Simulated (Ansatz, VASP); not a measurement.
**Two plane-wave programs on SbMo**

Contents of INCAR:

```
PREC = Accurate
ENCUT = 520
EDIFF = 1E-6
ISMEAR = 0
SIGMA = 0.05
LREAL = False
LASPH = True
NELM = 60
ALGO = Normal
ISIF = 2
LWAVE = False
LCHARG = True
GGA = PE
LELF = True
LVHAR = True
NBANDS = 16
```

The input KPOINTS:

```
regular mesh
0
Gamma
  10 10 10
```

The input POSCAR:

```
SbMo
1.0
    0.0000000000      2.7784065224      2.7784065224
    2.7784065224      0.0000000000      2.7784065224
    2.7784065224      2.7784065224      0.0000000000
Mo Sb
1 1
Direct
    0.5000000000      0.5000000000      0.5000000000
    0.0000000000      0.0000000000      0.0000000000
```

Input for Ansatz:

```yaml
crystal:
  lattice:
    - [0.0, 2.7784065224, 2.7784065224]
    - [2.7784065224, 0.0, 2.7784065224]
    - [2.7784065224, 2.7784065224, 0.0]
  atoms:
    - { symbol: Mo, position: [0.5, 0.5, 0.5] }
    - { symbol: Sb, position: [0.0, 0.0, 0.0] }
basis:
  ecutwfc: 420
  ecutrho_ratio: 4
kpoints:
  mp_grid: { grid: [10, 10, 10] }
hamiltonian:
  xc: pbe
scf:
  occupations: { method: gaussian, width: 0.05 }
output:
  forces: true
  stress: true
  eigenvalues: true
```

Alike in both runs: task single point; functional PBE; k mesh 10 × 10 × 10; occupations gaussian, width 0.05 eV; no spin polarisation.

```csv
,VASP,Ansatz
version,VASP 6.6.1,Ansatz 0.2.0
potentials or method,"VASP PAW PBE potentials, release 64 (Mo_sv, Sb), cutoff 520 eV","scalar-relativistic, plane waves, PAW"
valence electrons in the cell,19,29
```

```tsv
	VASP	Ansatz	Ansatz less VASP
gap on the k mesh at the Fermi level (eV)	none	none	-
pressure (GPa)	-2.4	-2.4	+0.06
```

A gap of «none» marks a metal or a gap that the smearing closes. The functional is the same, so the differences come from potentials, cutoffs and numerics. VASP's potentials hold 19 valence electrons a cell and Ansatz's 29, so a difference there can come from the potentials and not from the codes.

Spin-orbit coupling is off throughout.
